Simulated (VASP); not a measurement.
# LiTa3 (P6_3/mmc) in VASP: notebook, part 3 of 3

VASP 6.6.1. Earlier steps stand in the parts before.

**4. Single point, PBE**

This run uses another cell than the first one, of 17.26 Å³/atom.

The input, INCAR:

```
ALGO = Fast
EDIFF = 1E-6
ENCUT = 520
GGA = PE
ISIF = 2
ISMEAR = 0
LASPH = True
LCHARG = True
LELF = True
LREAL = False
LVHAR = True
LWAVE = False
NBANDS = 46
NELM = 100
PREC = Accurate
SIGMA = 0.1
```

The input, KPOINTS:

```
k-points
0
Gamma
  6 6 8
```

The input, POSCAR:

```
LiTa3
1.0
    5.7806519965      0.0000000000      0.0000000000
   -2.8903259983      5.0061914794      0.0000000000
    0.0000000000      0.0000000000      4.7708796166
Li Ta
2 6
Direct
    0.3333333333      0.6666666667      0.2500000000
    0.6666666667      0.3333333333      0.7500000000
    0.8330807704      0.6661615408      0.2500000000
    0.1669192296      0.8330807704      0.7500000000
    0.3338384592      0.1669192296      0.2500000000
    0.1669192296      0.3338384592      0.7500000000
    0.8330807704      0.1669192296      0.2500000000
    0.6661615408      0.8330807704      0.7500000000
```

Potentials or basis: VASP PAW PBE potentials, release 64 (Li_sv, Ta_pv).

Started as:

```console
$ cat potpaw_PBE.64/Li_sv/POTCAR potpaw_PBE.64/Ta_pv/POTCAR > POTCAR
$ mpirun -np 1 vasp_std > vasp.out
```

OUTCAR:

```text
EDIFF = 1E-6
   ENCUT = 520
   GGA = PE
   ISIF = 2
   ISMEAR = 0
   LASPH = True
   LREAL = False
   NELM = 100
   PREC = Accurate

 ion  position               nearest neighbor table
   1  0.333  0.667  0.250-   3 2.89   5 2.89   7 2.89   7 2.89   3 2.89   5 2.89   4 2.91   4 2.91
                             8 2.91   8 2.91   6 2.91   6 2.91
   2  0.667  0.333  0.750-   6 2.89   8 2.89   4 2.89   4 2.89   6 2.89   8 2.89   7 2.91   7 2.91
                             5 2.91   5 2.91   3 2.91   3 2.91
   3  0.833  0.666  0.250-   5 2.89   7 2.89   1 2.89   1 2.89   5 2.89   7 2.89   2 2.91   2 2.91
                             4 2.91   4 2.91   8 2.91   8 2.91
   4  0.167  0.833  0.750-   8 2.89   6 2.89   2 2.89   2 2.89   8 2.89   6 2.89   1 2.91   1 2.91
                             3 2.91   3 2.91   5 2.91   5 2.91
   5  0.334  0.167  0.250-   3 2.89   7 2.89   1 2.89   1 2.89   3 2.89   7 2.89   2 2.91   2 2.91
                             4 2.91   4 2.91   6 2.91   6 2.91
   6  0.167  0.334  0.750-   8 2.89   4 2.89   2 2.89   2 2.89   8 2.89   4 2.89   1 2.91   1 2.91
                             7 2.91   7 2.91   5 2.91   5 2.91
   7  0.833  0.167  0.250-   5 2.89   3 2.89   1 2.89   1 2.89   5 2.89   3 2.89   2 2.91   2 2.91
                             6 2.91   6 2.91   8 2.91   8 2.91
   8  0.666  0.833  0.750-   6 2.89   4 2.89   2 2.89   2 2.89   6 2.89   4 2.89   1 2.91   1 2.91
                             7 2.91   7 2.91   3 2.91   3 2.91

  LATTYP: Found a hexagonal cell.
 ALAT       =     5.7806519965
 C/A-ratio  =     0.8253186007

  Lattice vectors:

 A1 = (   5.7806519965,   0.0000000000,   0.0000000000)
 A2 = (  -2.8903259983,   5.0061914794,   0.0000000000)
 A3 = (   0.0000000000,   0.0000000000,   4.7708796166)

Analysis of symmetry for initial positions (statically):
=====================================================================
 Subroutine PRICEL returns:
 Original cell was already a primitive cell.

 Routine SETGRP: Setting up the symmetry group for a
 hexagonal supercell.
[... 158 lines left out ...]
   GGA     = PE    functional components
   LHFCALC =     F    Hartree Fock is set to
   AEXX    =    0.0000 exact exchange contribution
   IVDW    =     0    specifies the selected vdW correction
   LEPSILON=     F    determine dielectric tensor
   LRPA    =     F    only Hartree local field effects (RPA)
 non-spin polarized calculation
 RMM-DIIS sequential band-by-band and
 Gauss-broadening in eV      SIGMA  =   0.10
  energy-cutoff  :      520.00
  volume of cell :      138.06
 maximum number of plane-waves:      3786
 NGX is ok and might be reduce to    48
   NGX = 21   NGY = 21   NGZ = 17

 number of electron      71.9999977 magnetization

 Free energy of the ion-electron system (eV)
  ---------------------------------------------------
  ext. energy  EPLUGINS =         0.00000000
  ---------------------------------------------------
  free energy    TOTEN  =       -71.89616603 eV

  energy without entropy =      -71.85809617  energy(sigma->0) =      -71.87713110

 E-fermi :   4.8328     XC(G=0): -11.6733

 val. band max:        4.8207210020   @ k =   0.1667   0.1667   0.3750
 cond. band min:       4.8429777951   @ k =   0.3333   0.0000   0.1250
 fundamental gap:      0.0222567931
 Fermi energy:         4.8328106604

 k-point     1 :       0.0000    0.0000    0.0000
  band No.  band energies     occupation
      1     -39.6896      2.00000
      2     -39.6891      2.00000
      3     -29.9335      2.00000
      4     -29.8039      2.00000
      5     -29.7277      2.00000
      6     -29.5757      2.00000
[... 1165 lines left out ...]
     45       7.4336      0.00000
     46       7.5374      0.00000

 [... further k-points ...]

------------------------ aborting loop because EDIFF is reached ----------------------------------------

  FORCE on cell =-STRESS in cart. coord.  units (eV):
  Direction    XX          YY          ZZ          XY          YZ          ZX
  --------------------------------------------------------------------------------------
  -------------------------------------------------------------------------------------
  Total       -0.0219806     -0.0219806      0.0005676      0.0000000      0.0000000      0.0000000
  in kB       -0.2550746     -0.2550746      0.0065871      0.0000000      0.0000000      0.0000000
  external PRESSURE =      -0.1678540 kB  Pullay stress =       0.0000000 kB

 VOLUME and BASIS-vectors are now :
 -----------------------------------------------------------------------------
  energy-cutoff  :      520.00
  volume of cell :      138.06
      direct lattice vectors                 reciprocal lattice vectors
     5.780651996  0.000000000  0.000000000     0.172990867  0.099876324  0.000000000
    -2.890325998  5.006191479  0.000000000     0.000000000  0.199752647  0.000000000
     0.000000000  0.000000000  4.770879617     0.000000000  0.000000000  0.209604953

 POSITION                                       TOTAL-FORCE (eV/Angst)
 -----------------------------------------------------------------------------------
     -0.00000      3.33746      1.19272        -0.000000      0.000000      0.000000
      2.89033      1.66873      3.57816        -0.000000     -0.000000      0.000000
      2.89033      3.33493      1.19272        -0.000000      0.001729      0.000000
     -1.44297      4.17056      3.57816        -0.001497      0.000864      0.000000
      1.44735      0.83563      1.19272        -0.001497     -0.000864     -0.000000
     -0.00000      1.67126      3.57816         0.000000     -0.001729     -0.000000
      4.33330      0.83563      1.19272         0.001497     -0.000864      0.000000
      1.44297      4.17056      3.57816         0.001497      0.000864      0.000000
 -----------------------------------------------------------------------------------
    total drift:                               -0.000000      0.000000     -0.000000

  FREE ENERGIE OF THE ION-ELECTRON SYSTEM (eV)
  ---------------------------------------------------
  free  energy   TOTEN  =       -71.8961660275 eV

  energy  without entropy=      -71.8580961700  energy(sigma->0) =      -71.87713110
```

stdout:

```text
POSCAR found type information on POSCAR LiTa
 POSCAR found :  2 types and       8 ions
 scaLAPACK will be used
 LDA part: xc-table for (Slater+PW92), standard interpolation
 POSCAR, INCAR and KPOINTS ok, starting setup
 FFT: planning ... GRIDC
 FFT: planning ... GRID_SOFT
 FFT: planning ... GRID
 WAVECAR not read
 entering main loop
WARNING in EDDRMM: call to ZHEGV failed, returncode =   6  3     31
WARNING in EDDRMM: call to ZHEGV failed, returncode =   6  3     36
WARNING in EDDRMM: call to ZHEGV failed, returncode =   8  4     37
WARNING in EDDRMM: call to ZHEGV failed, returncode =   8  4     42
WARNING in EDDRMM: call to ZHEGV failed, returncode =   8  4     43
```

Run time: 8.9 min. Hardware: 1 thread of Intel Xeon Platinum 8175M at 2.50GHz (Skylake/Cascade Lake), shared host; peak memory 0.37 GiB.

Results:

```
Free energy            : -71.8962 eV
Band gap on the k mesh : zero (bands 36 and 37 overlap by 1.16 eV)
```

Levels at points of the mesh, in eV from the Fermi level:
| k point | band 33 | band 34 | band 35 | band 36 | band 37 | band 38 | band 39 | band 40 |
| --- | --- | --- | --- | --- | --- | --- | --- | --- |
| (0.00, 0.00, 0.00) | -0.96 | -0.22 | -0.03 | 0.20 | 0.20 | 0.31 | 0.47 | 0.80 |
| (0.50, 0.00, 0.00) | -1.37 | -1.11 | -0.79 | 0.04 | 0.24 | 0.43 | 0.55 | 0.61 |
| (0.00, 0.00, 0.50) | -1.38 | -1.38 | 0.27 | 0.27 | 1.28 | 1.28 | 1.28 | 1.28 |
| (0.50, 0.00, 0.50) | -0.80 | -0.80 | -0.52 | -0.52 | -0.13 | -0.13 | 0.06 | 0.06 |

Caveat: the cutoff is under 1.25 times the usual one of these potentials, so pressure, stress and relaxed cells hold a basis-set (Pulay) error; spin-orbit coupling is left out, which moves the levels of the heavy elements.

**5. Relaxation of cell and atoms, PBE**

The input, INCAR:

```
PREC = Accurate
ENCUT = 600
EDIFF = 1E-7
ISMEAR = 0
SIGMA = 0.1
LREAL = F
LASPH = T
NELM = 60
ALGO = Fast
ISIF = 3
LWAVE = F
LCHARG = F
GGA = PE
IBRION = 2
NSW = 90
EDIFFG = -0.04
```

The input, KPOINTS:

```
regular mesh
0
Gamma
  6 6 4
```

The input, POSCAR:

```
LiTa3
1.0
    5.6607432945      0.0000000000      0.0000000000
   -2.8303716473      4.9023474974      0.0000000000
    0.0000000000      0.0000000000      4.5436199030
Li Ta
2 6
Direct
    0.3333333333      0.6666666667      0.2500000000
    0.6666666667      0.3333333333      0.7500000000
    0.8330000000      0.6660000000      0.2500000000
    0.1670000000      0.8330000000      0.7500000000
    0.3340000000      0.1670000000      0.2500000000
    0.1670000000      0.3340000000      0.7500000000
    0.8330000000      0.1670000000      0.2500000000
    0.6660000000      0.8330000000      0.7500000000
```

Started as:

```console
$ cat potpaw_PBE.64/Li_sv/POTCAR potpaw_PBE.64/Ta_pv/POTCAR > POTCAR
$ mpirun -np 1 vasp_std > vasp.out
```

Wall time 46 min (1 thread of Intel Xeon Platinum 8175M at 2.50GHz (Skylake/Cascade Lake), shared host); peak memory 0.37 GiB.

It converged, with:

- Free energy: -71.8576 eV
- Relaxed volume: 17.27 Å³/atom
- Relaxed cell: a = 5.791 Å, b = 5.791 Å, c = 4.757 Å, α = 90.00°, β = 90.00°, γ = 120.00°
- Space group after relaxing (to 0.1 Å): P6_3/mmc (No. 194)
- Energy gained by relaxing: 73.5 meV/atom
- Ionic steps: 7
- Pressure after relaxing: 0.1 GPa
- Largest force after relaxing: 0.006 eV/Å
- Band gap on the k mesh: zero (bands 36 and 37 overlap by 0.86 eV)

Forces in eV/Å, atoms in the order of the input:
```
Li   0.000  0.000  0.000
Li   0.000  0.000  0.000
Ta   0.000  0.006  0.000
Ta  -0.006  0.003  0.000
Ta  -0.006 -0.003  0.000
Ta   0.000 -0.006  0.000
Ta   0.006 -0.003  0.000
Ta   0.006  0.003  0.000
```

The path:
```
step  energy change (eV)  largest force (eV/Å)  pressure (GPa)  volume (Å³)
   1              0.0000                0.4626           15.92       126.09
   2              0.4052                0.5823          -14.63       156.87
   3             -0.5741                0.1589           -0.41       138.47
   4             -0.5747                0.1463           -0.04       138.12
   5             -0.5745                0.1372            0.22       137.87
   6             -0.5844                0.0736            0.17       138.01
   7             -0.5879                0.0065            0.15       138.15
```

Final structure:
```cif
data_structure
_symmetry_space_group_name_H-M 'P 1'
_symmetry_Int_Tables_number 1
_cell_length_a 5.7908
_cell_length_b 5.7908
_cell_length_c 4.7572
_cell_angle_alpha 90.000
_cell_angle_beta 90.000
_cell_angle_gamma 120.000
_cell_volume 138.15
loop_
_atom_site_label
_atom_site_type_symbol
_atom_site_fract_x
_atom_site_fract_y
_atom_site_fract_z
_atom_site_occupancy
Li1 Li 0.33333 0.66667 0.25000 1
Li2 Li 0.66667 0.33333 0.75000 1
Ta1 Ta 0.83320 0.66641 0.25000 1
Ta2 Ta 0.16680 0.83320 0.75000 1
Ta3 Ta 0.33359 0.16680 0.25000 1
Ta4 Ta 0.16680 0.33359 0.75000 1
Ta5 Ta 0.83320 0.16680 0.25000 1
Ta6 Ta 0.66641 0.83320 0.75000 1
```

Levels at points of the mesh, in eV from the Fermi level:
| k point | band 33 | band 34 | band 35 | band 36 | band 37 | band 38 | band 39 | band 40 |
| --- | --- | --- | --- | --- | --- | --- | --- | --- |
| (0.00, 0.00, 0.00) | -0.98 | -0.21 | -0.03 | 0.20 | 0.20 | 0.26 | 0.50 | 0.81 |
| (0.50, 0.00, 0.00) | -1.37 | -1.12 | -0.81 | 0.05 | 0.22 | 0.43 | 0.55 | 0.60 |
| (0.00, 0.00, 0.50) | -1.38 | -1.38 | 0.27 | 0.27 | 1.27 | 1.27 | 1.27 | 1.27 |
| (0.50, 0.00, 0.50) | -0.82 | -0.82 | -0.53 | -0.53 | -0.14 | -0.14 | 0.05 | 0.05 |

Caveat: the cutoff is under 1.25 times the usual one of these potentials, so pressure, stress and relaxed cells hold a basis-set (Pulay) error; spin-orbit coupling is left out, which moves the levels of the heavy elements.

**6. Summary**

```csv
task,cell,k mesh,cutoff (eV),gap on the mesh (eV),largest force (eV/Å)
single point,"a = 5.661, b = 5.661, c = 4.544 Å, angles 90.0, 90.0, 120.0°, 8 atoms, atomic positions A",6 × 6 × 4,520,none,0.46
single point,"a = 5.792, b = 5.792, c = 4.758 Å, angles 90.0, 90.0, 120.0°, 8 atoms, atomic positions B",6 × 6 × 4,520,none,0.01
single point,"a = 5.781, b = 5.781, c = 4.771 Å, angles 90.0, 90.0, 120.0°, 8 atoms, atomic positions C",6 × 6 × 8,520,none,-
relaxation of cell and atoms,"relaxed from a = 5.661, b = 5.661, c = 4.544 Å, angles 90.0, 90.0, 120.0°, 8 atoms, atomic positions A",6 × 6 × 4,600,none,0.01
```

Alike in all rows: level PBE; potentials or basis VASP PAW PBE potentials, release 64 (Li_sv, Ta_pv); no spin polarisation; smearing gaussian 0.1 eV.

Caveats: the cutoff is under 1.25 times the usual one of these potentials, so pressure, stress and relaxed cells hold a basis-set (Pulay) error; spin-orbit coupling is left out, which moves the levels of the heavy elements.

Total energies depend on the potentials used, so only differences within one code and one set of settings carry meaning.

The gap in the log of VASP goes by the Fermi energy; the results here count the filled bands.